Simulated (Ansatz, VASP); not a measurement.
GdO: VASP beside Ansatz

File INCAR:

```
PREC = Accurate
ENCUT = 520
EDIFF = 1E-7
ISMEAR = 0
SIGMA = 0.05
LREAL = False
LASPH = True
NELM = 150
ALGO = Normal
ISIF = 2
LWAVE = False
LCHARG = False
ISPIN = 2
MAGMOM = 7.72 0
LORBIT = 11
LMAXMIX = 6
LDAU = True
LDAUTYPE = 2
LDAUL = 3 -1
LDAUU = 6 0
LDAUJ = 0 0
LDAUPRINT = 1
GGA = PE
NBANDS = 23
```

The input KPOINTS:

```
Automatic mesh
0
Gamma
  6 6 6
```

The input POSCAR:

```
GdO
1.0
    0.0000000000      2.6984308834      2.6984308834
    2.6984308834      0.0000000000      2.6984308834
    2.6984308834      2.6984308834      0.0000000000
Gd O
1 1
Direct
    0.0000000000      0.0000000000      0.0000000000
    0.2500000000      0.2500000000      0.2500000000
```

Input for Ansatz:

```yaml
crystal:
  lattice:
    - [0.0, 2.6984308834, 2.6984308834]
    - [2.6984308834, 0.0, 2.6984308834]
    - [2.6984308834, 2.6984308834, 0.0]
  atoms:
    - { symbol: Gd, position: [0.0, 0.0, 0.0], spin: 7.72 }
    - { symbol: O, position: [0.25, 0.25, 0.25] }
basis:
  ecutwfc: 420
  ecutrho_ratio: 4
kpoints:
  mp_grid: { grid: [6, 6, 6] }
hamiltonian:
  xc: pbe
  hubbard: { sites: [{ species: Gd, l: f, u_eff: 6.0 }] }
scf:
  occupations: { method: gaussian, width: 0.05 }
  lower_state_search: "off"
output:
  forces: true
  stress: true
  eigenvalues: true
  populations: true
  hubbard: { sites: [{ species: Gd, l: f }] }
magnetization:
  spin_polarized: true
```

Alike in both runs: task single point; functional PBE; k mesh 6 × 6 × 6; occupations gaussian, width 0.05 eV; collinear spin; Hubbard terms Gd f U = 6.0 eV.

|  | VASP | Ansatz |
| --- | --- | --- |
| version | VASP 6.6.1 | Ansatz 0.2.0 |
| potentials or method | VASP PAW PBE potentials, release 64 (Gd, O), cutoff 520 eV | scalar-relativistic, plane waves, PAW |
| valence electrons in the cell | 24 | 24 |

Ansatz gave:

- gap on the k mesh at the Fermi level (eV): none
- pressure (GPa): 0.1
- net moment per atom (μB): 3.96
- size of the moment on the site where the two differ most (μB): 7.01

Question: Estimate VASP's values.

Answer: gap on the k mesh at the Fermi level (eV): none; pressure (GPa): 0.1; net moment per atom (μB): 3.96; size of the moment on the site where the two differ most (μB): 7.07.

Site moments also hang on the region over which each program counts them. The programs project onto different local orbitals, so the same U acts differently, and such runs can settle in different states. A gap of «none» marks a metal or a gap that the smearing closes. Ansatz's warnings: filled band counts differ across k points.

Neither program's run includes spin-orbit coupling.
